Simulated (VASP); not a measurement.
# SrTl3 (Pm-3m) in VASP: notebook

The runs below take SrTl3 through single point, relaxation of cell and atoms, with LDA.

All numbers are computed with VASP 6.6.1; they aren't measurements. Logs are shortened: lines on timing, memory, paths and dates and some standing lists are left out, and cuts for length are marked.

## 1. The cell of the first run

Symmetry: Pm-3m, No. 221, cubic system. Conventional cell: a = 4.795 Å, b = 4.795 Å, c = 4.795 Å, α = 90.00°, β = 90.00°, γ = 90.00°. Sr (site symmetry m-3m) has 12 Tl at 3.39 Å within 4.5 Å. Tl (site symmetry 4/mmm) has 4 Sr at 3.39 Å and 8 Tl at 3.39 Å within 4.5 Å.

## 2. Single point, LDA

INCAR reads:

```
PREC = Accurate
ENCUT = 520
EDIFF = 1E-6
ISMEAR = 0
SIGMA = 0.1
LREAL = F
LASPH = T
NELM = 100
ALGO = Normal
ISIF = 2
LWAVE = F
LCHARG = F
NBANDS = 32
```

KPOINTS reads:

```
regular mesh
0
Gamma
  8 8 8
```

POSCAR reads:

```
SrTl3
1.0
    4.7954291409      0.0000000000      0.0000000000
    0.0000000000      4.7954291409      0.0000000000
    0.0000000000      0.0000000000      4.7954291409
Sr Tl
1 3
Direct
    0.0000000000      0.0000000000      0.0000000000
    0.0000000000      0.5000000000      0.5000000000
    0.5000000000      0.0000000000      0.5000000000
    0.5000000000      0.5000000000      0.0000000000
```

Potentials or basis: VASP PAW LDA potentials, release 64 (Sr_sv, Tl_d).

The run is started by

```bash
$ cat potpaw_LDA.64/Sr_sv/POTCAR potpaw_LDA.64/Tl_d/POTCAR > POTCAR
$ mpirun -np 1 vasp_std > vasp.out
```

OUTCAR:

```text
PREC = Accurate
   ENCUT = 520
   EDIFF = 1E-6
   ISMEAR = 0
   LREAL = F
   LASPH = T
   NELM = 100
   ISIF = 2

 ion  position               nearest neighbor table
   1  0.000  0.000  0.000-   2 3.39   3 3.39   4 3.39   2 3.39   3 3.39   2 3.39   4 3.39   2 3.39
                             3 3.39   4 3.39   3 3.39   4 3.39
   2  0.000  0.500  0.500-   1 3.39   3 3.39   4 3.39   1 3.39   4 3.39   1 3.39   3 3.39   1 3.39
                             3 3.39   4 3.39   4 3.39   3 3.39
   3  0.500  0.000  0.500-   1 3.39   2 3.39   4 3.39   1 3.39   4 3.39   2 3.39   4 3.39   4 3.39
                             1 3.39   2 3.39   1 3.39   2 3.39
   4  0.500  0.500  0.000-   1 3.39   2 3.39   3 3.39   2 3.39   3 3.39   1 3.39   3 3.39   3 3.39
                             1 3.39   2 3.39   2 3.39   1 3.39

  LATTYP: Found a simple cubic cell.
 ALAT       =     4.7954291409

  Lattice vectors:

 A1 = (   4.7954291409,   0.0000000000,   0.0000000000)
 A2 = (   0.0000000000,   4.7954291409,   0.0000000000)
 A3 = (   0.0000000000,   0.0000000000,   4.7954291409)

Analysis of symmetry for initial positions (statically):
=====================================================================
 Subroutine PRICEL returns:
 Original cell was already a primitive cell.

 Routine SETGRP: Setting up the symmetry group for a
 simple cubic supercell.

 Subroutine GETGRP returns: Found 48 space group operations
 (whereof 48 operations were pure point group operations)
 out of a pool of 48 trial point group operations.

The static configuration has the point symmetry O_h .

Analysis of symmetry for dynamics (positions and initial velocities):
=====================================================================
 Subroutine PRICEL returns:
 Original cell was already a primitive cell.

 Routine SETGRP: Setting up the symmetry group for a
 simple cubic supercell.

 Subroutine GETGRP returns: Found 48 space group operations
 (whereof 48 operations were pure point group operations)
 out of a pool of 48 trial point group operations.

The dynamic configuration has the point symmetry O_h .

 Subroutine INISYM returns: Found 48 space group operations
 (whereof 48 operations are pure point group operations),
 and found     1 'primitive' translations

----------------------------------------------------------------------------------------

                                     Primitive cell
[... 94 lines left out ...]
   NELM   =    100;   NELMIN=  2; NELMDL= -5     # of ELM steps
   EDIFF  = 0.1E-05   stopping-criterion for ELM
   LREAL  =      F    real-space projection
   EDIFFG = 0.1E-04   stopping-criterion for IOM
   NSW    =      0    number of steps for IOM
   IBRION =     -1    ionic relax: 0-MD 1-quasi-New 2-CG
   NFREE  =      0    steps in history (QN), initial steepest desc. (CG)
   ISIF   =      2    stress and relaxation
   ISYM   =      2    0-nonsym 1-usesym 2-fastsym
   POTIM  = 0.5000    time-step for ionic-motion
   TEBEG  =    0.0;   TEEND  =   0.0 temperature during run
   PSTRESS=    0.0 pullay stress
   NELECT =      49.0000    total number of electrons
   NUPDOWN=      -1.0000    fix difference up-down
   EMIN   =  10.00;   EMAX   =-10.00  energy-range for DOS
   EFERMI =   0.00;   METHOD = LEGACY
   ISMEAR =     0;   SIGMA  =   0.10  broadening in eV -4-tet -1-fermi 0-gaus
   EFERMI_NEDOS =   21; number of points for ismear=-14 and -15
   IALGO  =     38    algorithm
   IMIX   =      4    mixing-type and parameters
     AMIX     =   0.40;   BMIX     =  1.00
     AMIX_MAG =   1.60;   BMIX_MAG =  1.00
  volume/ion in A,a.u.               =      27.57       186.05
  Fermi-wavevector in a.u.,A,eV,Ry     =   1.249240  2.360722 21.233276  1.560602
  Thomas-Fermi vector in A             =   2.383290
   LORBIT       =      0    0 simple, 1 ext, 2 COOP (PROOUT), +10 PAW based schemes
   GGA     = CA    functional components
   LHFCALC =     F    Hartree Fock is set to
   AEXX    =    0.0000 exact exchange contribution
   IVDW    =     0    specifies the selected vdW correction
   LEPSILON=     F    determine dielectric tensor
   LRPA    =     F    only Hartree local field effects (RPA)
 non-spin polarized calculation
 Gauss-broadening in eV      SIGMA  =   0.10
  energy-cutoff  :      520.00
  volume of cell :      110.28
 maximum number of plane-waves:      3016
 NGX is ok and might be reduce to    36
   NGX = 17   NGY = 17   NGZ = 17

 number of electron      49.0000029 magnetization

 Free energy of the ion-electron system (eV)
  ---------------------------------------------------
  ext. energy  EPLUGINS =         0.00000000
  ---------------------------------------------------
  free energy    TOTEN  =       -12.04244062 eV

  energy without entropy =      -12.02763632  energy(sigma->0) =      -12.03503847

 E-fermi :   6.0312     XC(G=0): -10.5292

 val. band max:        6.0184248984   @ k =   0.3750   0.2500   0.0000
 cond. band min:       6.0367001692   @ k =   0.5000   0.3750   0.1250
 fundamental gap:      0.0182752707
 Fermi energy:         6.0311554218

 k-point     1 :       0.0000    0.0000    0.0000
  band No.  band energies     occupation
      1     -29.1557      2.00000
      2     -11.3484      2.00000
      3     -11.3484      2.00000
      4     -11.3484      2.00000
      5      -5.8333      2.00000
      6      -5.8333      2.00000
[... 829 lines left out ...]
     31      10.6349      0.00000
     32      11.5060      0.00000

 [... further k-points ...]

------------------------ aborting loop because EDIFF is reached ----------------------------------------

  FORCE on cell =-STRESS in cart. coord.  units (eV):
  Direction    XX          YY          ZZ          XY          YZ          ZX
  --------------------------------------------------------------------------------------
  -------------------------------------------------------------------------------------
  Total        0.0520508      0.0520508      0.0520508     -0.0000000     -0.0000000      0.0000000
  in kB        0.7562331      0.7562331      0.7562331     -0.0000000     -0.0000000      0.0000000
  external PRESSURE =       0.7562331 kB  Pullay stress =       0.0000000 kB

 VOLUME and BASIS-vectors are now :
 -----------------------------------------------------------------------------
  energy-cutoff  :      520.00
  volume of cell :      110.28
      direct lattice vectors                 reciprocal lattice vectors
     4.795429141  0.000000000  0.000000000     0.208531910  0.000000000  0.000000000
     0.000000000  4.795429141  0.000000000     0.000000000  0.208531910  0.000000000
     0.000000000  0.000000000  4.795429141     0.000000000  0.000000000  0.208531910

 POSITION                                       TOTAL-FORCE (eV/Angst)
 -----------------------------------------------------------------------------------
      0.00000      0.00000      0.00000         0.000000      0.000000      0.000000
      0.00000      2.39771      2.39771         0.000000      0.000000      0.000000
      2.39771      0.00000      2.39771         0.000000      0.000000      0.000000
      2.39771      2.39771      0.00000         0.000000      0.000000      0.000000
 -----------------------------------------------------------------------------------
    total drift:                                0.000000      0.000000      0.000000

  FREE ENERGIE OF THE ION-ELECTRON SYSTEM (eV)
  ---------------------------------------------------
  free  energy   TOTEN  =       -12.0424406234 eV

  energy  without entropy=      -12.0276363163  energy(sigma->0) =      -12.03503847
```

OSZICAR:

```text
N       E                     dE             d eps       ncg     rms          rms(c)
DAV:   1     0.283575014693E+03    0.28358E+03   -0.25805E+04  2240   0.146E+03
DAV:   2    -0.327836538971E+01   -0.28685E+03   -0.27883E+03  2568   0.330E+02
DAV:   3    -0.121293302527E+02   -0.88510E+01   -0.87772E+01  3144   0.476E+01
DAV:   4    -0.123502471531E+02   -0.22092E+00   -0.22081E+00  2952   0.580E+00
DAV:   5    -0.123532248168E+02   -0.29777E-02   -0.29770E-02  2768   0.673E-01    0.211E+01
DAV:   6    -0.120847877851E+02    0.26844E+00   -0.52616E-01  2616   0.440E+00    0.112E+01
DAV:   7    -0.120484999314E+02    0.36288E-01   -0.19649E-01  2576   0.269E+00    0.154E+00
DAV:   8    -0.120424322263E+02    0.60677E-02   -0.31615E-02  2832   0.102E+00    0.245E-01
DAV:   9    -0.120424333732E+02   -0.11469E-05   -0.13569E-03  2888   0.188E-01    0.581E-02
DAV:  10    -0.120424376629E+02   -0.42897E-05   -0.63549E-05  3288   0.331E-02    0.220E-02
DAV:  11    -0.120424403519E+02   -0.26890E-05   -0.68631E-06  2360   0.149E-02    0.467E-03
DAV:  12    -0.120424406234E+02   -0.27150E-06   -0.52475E-07  1664   0.365E-03
   1 F= -.12042441E+02 E0= -.12035038E+02  d E =-.148043E-01
```

Wall time 66 s (1 thread of Intel Xeon Platinum 8259CL at 2.50GHz (Skylake/Cascade Lake), shared host); peak memory 0.24 GiB.

Results:

```yaml
Free_energy: -12.0424 eV
Pressure: 0.1 GPa
```

Caveat: spin-orbit coupling is left out, which moves the levels of the heavy elements.

## 3. Relaxation of cell and atoms, LDA

This run uses another cell than the first one, of 31.48 Å³/atom, 1.142 times its volume.

INCAR reads:

```
SYSTEM = SrTl3
  PREC = Accurate
  ENCUT = 600
  EDIFF = 1E-6
  ISMEAR = 0
  SIGMA = 0.1
  LREAL = .False.
  LASPH = .True.
  NELM = 100
  ALGO = Normal
  ISIF = 3
  LWAVE = .False.
  LCHARG = .False.
  GGA = CA
  IBRION = 2
  NSW = 70
  EDIFFG = -0.005
```

KPOINTS reads:

```
Automatic mesh
0
Gamma
  8 8 8
  0 0 0
```

POSCAR reads:

```
SrTl3
1.0
    5.0123630045      0.0000000000      0.0000000000
    0.0000000000      5.0123630045      0.0000000000
    0.0000000000      0.0000000000      5.0123630045
Sr Tl
1 3
Direct
    0.0000000000      0.0000000000      0.0000000000
    0.0000000000      0.5000000000      0.5000000000
    0.5000000000      0.0000000000      0.5000000000
    0.5000000000      0.5000000000      0.0000000000
```

Potentials or basis: VASP PAW LDA potentials, release 64 (Sr_sv, Tl_d).

The run is started by

```bash
$ cat potpaw_LDA.64/Sr_sv/POTCAR potpaw_LDA.64/Tl_d/POTCAR > POTCAR
$ mpirun -np 1 vasp_std > vasp.out
```

It took 3.8 min on 1 thread of Intel Xeon Platinum 8259CL at 2.50GHz (Skylake/Cascade Lake), shared host; peak memory 0.3 GiB.

The run converged. Its results:

```
Free energy                            : -12.0435 eV
Relaxed volume                         : 27.68 Å³/atom
Relaxed cell                           : a = 4.802 Å, b = 4.802 Å, c = 4.802 Å, α = 90.00°, β = 90.00°, γ = 90.00°
Space group after relaxing (to 0.05 Å) : Pm-3m (No. 221)
Energy gained by relaxing              : 51.9 meV/atom
Ionic steps                            : 3
Pressure after relaxing                : 0.0 GPa
```

Step by step:
| step | energy change (eV) | largest force (eV/Å) | pressure (GPa) | volume (Å³) |
| --- | --- | --- | --- | --- |
| 1 | 0.0000 | 0.0000 | -3.83 | 125.93 |
| 2 | -0.2029 | 0.0000 | -0.73 | 112.72 |
| 3 | -0.2077 | 0.0000 | -0.02 | 110.73 |

Final structure:
```
Sr Tl
1.0
     4.80193    0.00000    0.00000
     0.00000    4.80193    0.00000
     0.00000    0.00000    4.80193
Sr Tl
1 3
Direct
  0.00000 0.00000 0.00000
  0.00000 0.50000 0.50000
  0.50000 0.00000 0.50000
  0.50000 0.50000 0.00000
```

Levels at points of the mesh, in eV from the Fermi level:
```tsv
k point	band 21	band 22	band 23	band 24	band 25	band 26	band 27	band 28
(0.00, 0.00, 0.00)	-3.96	-3.96	-1.06	-1.06	-1.06	3.83	3.83	3.83
(0.50, 0.00, 0.00)	-7.22	-3.55	-0.67	-0.67	0.06	1.58	2.01	2.01
(0.50, 0.50, 0.00)	-6.13	-6.13	-2.88	0.59	0.59	1.10	2.45	2.45
(0.50, 0.50, 0.50)	-5.76	-5.76	-3.05	-1.68	-1.68	-1.68	3.33	4.77
```

Caveat: spin-orbit coupling is left out, which moves the levels of the heavy elements.

## 4. Single point, LDA

INCAR reads:

```
SYSTEM = SrTl3
PREC = Accurate
ENCUT = 520
EDIFF = 1E-6
ISMEAR = 0
SIGMA = 0.1
LREAL = .FALSE.
LASPH = .TRUE.
NELM = 100
ALGO = Normal
ISIF = 2
LWAVE = .FALSE.
LCHARG = .FALSE.
NBANDS = 32
```

KPOINTS reads:

```
regular mesh
0
G
  8 8 8
  0 0 0
```

POSCAR reads:

```
SrTl3
1.0
    4.7954291409      0.0000000000      0.0000000000
    0.0000000000      4.7954291409      0.0000000000
    0.0000000000      0.0000000000      4.7954291409
Sr Tl
1 3
Direct
    0.0000000000      0.0000000000      0.0000000000
    0.0000000000      0.5000000000      0.5000000000
    0.5000000000      0.0000000000      0.5000000000
    0.5000000000      0.5000000000      0.0000000000
```

The run is started by

```bash
$ cat potpaw_LDA.64/Sr_sv/POTCAR potpaw_LDA.64/Tl_d/POTCAR > POTCAR
$ mpirun -np 1 vasp_std > vasp.out
```

Run time: 68 s. Hardware: 1 thread of Intel Xeon Platinum 8259CL at 2.50GHz (Skylake/Cascade Lake), shared host; peak memory 0.24 GiB.

The run converged. Its results:

| Item | Value |
| --- | --- |
| Free energy | -12.0424 eV |
| Pressure | 0.1 GPa |

Levels at points of the mesh, in eV from the Fermi level:
| k point | band 21 | band 22 | band 23 | band 24 | band 25 | band 26 | band 27 | band 28 |
| --- | --- | --- | --- | --- | --- | --- | --- | --- |
| (0.00, 0.00, 0.00) | -3.95 | -3.95 | -1.06 | -1.06 | -1.06 | 3.84 | 3.84 | 3.89 |
| (0.50, 0.00, 0.00) | -7.23 | -3.54 | -0.67 | -0.67 | 0.05 | 1.60 | 2.02 | 2.02 |
| (0.50, 0.50, 0.00) | -6.13 | -6.13 | -2.89 | 0.59 | 0.59 | 1.10 | 2.46 | 2.46 |
| (0.50, 0.50, 0.50) | -5.76 | -5.76 | -3.07 | -1.69 | -1.69 | -1.69 | 3.35 | 4.78 |

Caveat: spin-orbit coupling is left out, which moves the levels of the heavy elements.
